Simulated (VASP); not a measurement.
# MgC2 (Fm-3m) in VASP: notebook, part 2 of 2

VASP 6.6.1. The steps go on from the part before.

## (4) Relaxation of cell and atoms, PBEsol, target pressure 30 GPa, at which the enthalpy is minimised

Contents of INCAR:

```
  ALGO = Normal
  EDIFF = 1E-7
  EDIFFG = -0.03
  ENCUT = 600
  GGA = PS
  GGA_COMPAT = False
  IBRION = 2
  ISIF = 3
  ISMEAR = 1
  LASPH = True
  LCHARG = False
  LREAL = False
  LWAVE = False
  NELM = 120
  NELMIN = 4
  NSW = 80
  PREC = Accurate
  PSTRESS = 300.0
  SIGMA = 0.01
```

Contents of KPOINTS:

```
k-points
0
Gamma
  4 4 4
```

Contents of POSCAR:

```
MgC2
1.0
    0.0000000000      2.6200000000      2.6200000000
    2.6200000000      0.0000000000      2.6200000000
    2.6200000000      2.6200000000      0.0000000000
Mg C
1 2
Direct
    0.0000000000      0.0000000000      0.0000000000
    0.2500000000      0.2500000000      0.2500000000
    0.7500000000      0.7500000000      0.7500000000
```

Potentials or basis: VASP PAW PBE potentials, release 64 (Mg, C).

Started as:

```sh
$ cat potpaw_PBE.64/Mg/POTCAR potpaw_PBE.64/C/POTCAR > POTCAR
$ mpirun -np 1 vasp_std > vasp.out
```

OUTCAR:

```text
EDIFF = 1E-7
   EDIFFG = -0.03
   ENCUT = 600
   GGA = PS
   IBRION = 2
   ISIF = 3
   ISMEAR = 1
   LASPH = True
   LREAL = False
   NELM = 120
   NELMIN = 4
   NSW = 80
   PREC = Accurate
   PSTRESS = 300.0

 ion  position               nearest neighbor table
   1  0.000  0.000  0.000-   3 2.27   3 2.27   3 2.27   2 2.27   3 2.27   2 2.27   2 2.27   2 2.27

   2  0.250  0.250  0.250-   1 2.27   1 2.27   1 2.27   1 2.27
   3  0.750  0.750  0.750-   1 2.27   1 2.27   1 2.27   1 2.27

  LATTYP: Found a face centered cubic cell.
 ALAT       =     5.2400000000

  Lattice vectors:

 A1 = (   0.0000000000,   2.6200000000,   2.6200000000)
 A2 = (   2.6200000000,   0.0000000000,   2.6200000000)
 A3 = (   2.6200000000,   2.6200000000,   0.0000000000)

Analysis of symmetry for initial positions (statically):
=====================================================================
 Subroutine PRICEL returns:
 Original cell was already a primitive cell.

 Routine SETGRP: Setting up the symmetry group for a
 face centered cubic supercell.

 Subroutine GETGRP returns: Found 48 space group operations
 (whereof 48 operations were pure point group operations)
 out of a pool of 48 trial point group operations.

The static configuration has the point symmetry O_h .

Analysis of symmetry for dynamics (positions and initial velocities):
=====================================================================
 Subroutine PRICEL returns:
 Original cell was already a primitive cell.

 Routine SETGRP: Setting up the symmetry group for a
 face centered cubic supercell.

 Subroutine GETGRP returns: Found 48 space group operations
 (whereof 48 operations were pure point group operations)
 out of a pool of 48 trial point group operations.

The dynamic configuration has the point symmetry O_h .

 Subroutine INISYM returns: Found 48 space group operations
[... 88 lines left out ...]
   ISIF   =      3    stress and relaxation
   ISYM   =      2    0-nonsym 1-usesym 2-fastsym
   POTIM  = 0.5000    time-step for ionic-motion
   TEBEG  =    0.0;   TEEND  =   0.0 temperature during run
   PSTRESS=  300.0 pullay stress
   NELECT =      10.0000    total number of electrons
   NUPDOWN=      -1.0000    fix difference up-down
   EMIN   =  10.00;   EMAX   =-10.00  energy-range for DOS
   EFERMI =   0.00;   METHOD = LEGACY
   ISMEAR =     1;   SIGMA  =   0.01  broadening in eV -4-tet -1-fermi 0-gaus
   EFERMI_NEDOS =   21; number of points for ismear=-14 and -15
   IALGO  =     38    algorithm
   IMIX   =      4    mixing-type and parameters
     AMIX     =   0.40;   BMIX     =  1.00
     AMIX_MAG =   1.60;   BMIX_MAG =  1.00
  volume/ion in A,a.u.               =      11.99        80.91
  Fermi-wavevector in a.u.,A,eV,Ry     =   1.068473  2.019121 15.532880  1.141634
  Thomas-Fermi vector in A             =   2.204122
   LORBIT       =      0    0 simple, 1 ext, 2 COOP (PROOUT), +10 PAW based schemes
   GGA     = PS    functional components
   LHFCALC =     F    Hartree Fock is set to
   AEXX    =    0.0000 exact exchange contribution
   IVDW    =     0    specifies the selected vdW correction
   LEPSILON=     F    determine dielectric tensor
   LRPA    =     F    only Hartree local field effects (RPA)
 conjugate gradient relaxation of ions
 non-spin polarized calculation
 Methfessel and Paxton  Order N= 1 SIGMA  =   0.01
  energy-cutoff  :      600.00
  volume of cell :       35.97
 maximum number of plane-waves:      1243
 NGX is ok and might be reduce to    30
   NGX = 15   NGY = 15   NGZ = 15

--------------------------------------- Ionic step        1  -------------------------------------------

 number of electron      10.0000000 magnetization

 Free energy of the ion-electron system (eV)
  ---------------------------------------------------
  ext. energy  EPLUGINS =         0.00000000
  ---------------------------------------------------
  free energy    TOTEN  =       -13.64827794 eV

  energy without entropy =      -13.64810163  energy(sigma->0) =      -13.64821917

------------------------ aborting loop because EDIFF is reached ----------------------------------------

  FORCE on cell =-STRESS in cart. coord.  units (eV):
  Direction    XX          YY          ZZ          XY          YZ          ZX
  --------------------------------------------------------------------------------------
  -------------------------------------------------------------------------------------
  Total       -2.3996574     -2.3996574     -2.3996574     -0.0000000      0.0000000     -0.0000000
  in kB     -106.8872614   -106.8872614   -106.8872614     -0.0000000      0.0000000     -0.0000000
  external PRESSURE =    -406.8872614 kB  Pullay stress =     300.0000000 kB
[... 104 lines left out ...]
--------------------------------------- Ionic step        4  -------------------------------------------

 number of electron      10.0000000 magnetization

 Free energy of the ion-electron system (eV)
  ---------------------------------------------------
  ext. energy  EPLUGINS =         0.00000000
  ---------------------------------------------------
  free energy    TOTEN  =       -13.37734409 eV

  energy without entropy =      -13.37707363  energy(sigma->0) =      -13.37725394

 E-fermi :   5.4931     XC(G=0): -11.6756

 val. band max:        4.9768460451   @ k =   0.2500   0.0000   0.0000
 cond. band min:       5.4974465887   @ k =  -0.2500   0.5000   0.2500
 fundamental gap:      0.5206005436
 Fermi energy:         5.4930803243

 k-point     1 :       0.0000    0.0000    0.0000
  band No.  band energies     occupation
      1      -9.2859      2.00000
      2       1.4368      2.00000
      3       3.2292      2.00000
      4       3.2292      2.00000
      5       3.2292      2.00000
      6       8.4268      0.00000
      7       8.4268      0.00000
      8       8.4268      0.00000
      9      15.7890      0.00000
[... 116 lines left out ...]
  energy  without entropy=      -13.3770736349  energy(sigma->0) =      -13.37725394

  enthalpy is  TOTEN    =        -8.3655614375 eV   P V=        5.0117826499

 reached required accuracy - stopping structural energy minimisation
```

OSZICAR:

```text
N       E                     dE             d eps       ncg     rms          rms(c)
DAV:   1     0.201770358252E+02    0.20177E+02   -0.50831E+03   144   0.105E+03
DAV:   2    -0.129823532353E+02   -0.33159E+02   -0.32713E+02   261   0.138E+02
DAV:   3    -0.137072407850E+02   -0.72489E+00   -0.71155E+00   155   0.236E+01
[... 32 lines left out ...]
DAV:   2    -0.133774233704E+02    0.34335E-03   -0.56582E-04   144   0.190E-01    0.530E-02
DAV:   3    -0.133773442931E+02    0.79077E-04   -0.28453E-04   147   0.118E-01    0.739E-03
DAV:   4    -0.133773438970E+02    0.39608E-06   -0.18853E-06   152   0.134E-02    0.442E-03
DAV:   5    -0.133773440957E+02   -0.19874E-06   -0.11746E-07    76   0.392E-03    0.519E-04
DAV:   6    -0.133773440874E+02    0.83420E-08   -0.15367E-08    72   0.131E-03
   4 F= -.83655614E+01 E0= -.83654713E+01  d E =-.145239E+01
```

Wall time 29 s (1 thread of Intel Xeon Platinum 8375C at 2.90GHz (Ice Lake), shared host); peak memory 0.17 GiB.

What came out:

* Free energy: -13.3773 eV
* Relaxed volume: 8.92 Å³/atom
* Relaxed cell: a = 3.358 Å, b = 3.358 Å, c = 3.358 Å, α = 60.00°, β = 60.00°, γ = 60.00°
* Space group after relaxing (to 0.1 Å): Fm-3m (No. 225)
* Energy change on relaxing (the run minimises the enthalpy): +90.3 meV/atom
* Ionic steps: 4
* Pressure after relaxing: 30.0 GPa
* Band gap on the k mesh: zero (bands 5 and 6 overlap by 0.67 eV)

Step by step:
```
step  energy change (eV)  largest force (eV/Å)  pressure (GPa)  volume (Å³)
   1              0.0000                0.0000          -10.69        35.97
   2              1.7701                0.0000           77.45        22.33
   3              0.2410                0.0000           28.64        26.93
   4              0.2709                0.0000           30.04        26.77
```

Final structure:
```
Mg C
1.0
     0.00000    2.37420    2.37420
     2.37420    0.00000    2.37420
     2.37420    2.37420    0.00000
Mg C
1 2
Direct
  0.00000 0.00000 0.00000
  0.25000 0.25000 0.25000
  0.75000 0.75000 0.75000
```

Levels at points of the mesh, in eV from the Fermi level:
| k point | band 1 | band 2 | band 3 | band 4 | band 5 | band 6 | band 7 | band 8 | band 9 |
| --- | --- | --- | --- | --- | --- | --- | --- | --- | --- |
| (0.00, 0.00, 0.00) | -14.78 | -4.06 | -2.26 | -2.26 | -2.26 | 2.93 | 2.93 | 2.93 | 10.30 |
| (0.50, 0.00, 0.00) | -11.10 | -10.95 | -0.92 | -0.92 | -0.67 | -0.67 | 0.53 | 0.66 | 12.65 |
| (0.50, 0.50, 0.00) | -10.99 | -7.76 | -6.81 | -4.06 | -4.06 | 3.97 | 3.97 | 5.28 | 6.48 |

Caveat: the k points lie up to 0.57 Å⁻¹ apart in the final cell, too coarse for converged energies and pressures of a metal; the cell is relaxed towards a set pressure, so the run minimises the enthalpy, not the energy; the volume moved by over 15 % at a fixed basis, so the end points are rough; the PAW data sets were made with another functional, which shifts forces and pressure a little.

## (5) The runs side by side

```csv
cell,gap on the mesh (eV),pressure (GPa)
relaxed to 10 GPa,none,10.0
relaxed to 20 GPa,none,19.8
relaxed to 30 GPa,none,30.0
```

Alike in all rows: task relaxation of cell and atoms; level PBEsol; potentials or basis VASP PAW PBE potentials, release 64 (Mg, C); no spin polarisation; k mesh 4 × 4 × 4; cutoff (eV) 600; smearing methfessel-paxton 0.01 eV.

Caveats: all runs use coarse meshes; the cell is relaxed towards a set pressure, so the run minimises the enthalpy, not the energy; the volume moved by over 15 % at a fixed basis, so the end points are rough; the PAW data sets were made with another functional, which shifts forces and pressure a little.

Total energies depend on the potentials used, so only differences within one code and one set of settings carry meaning.
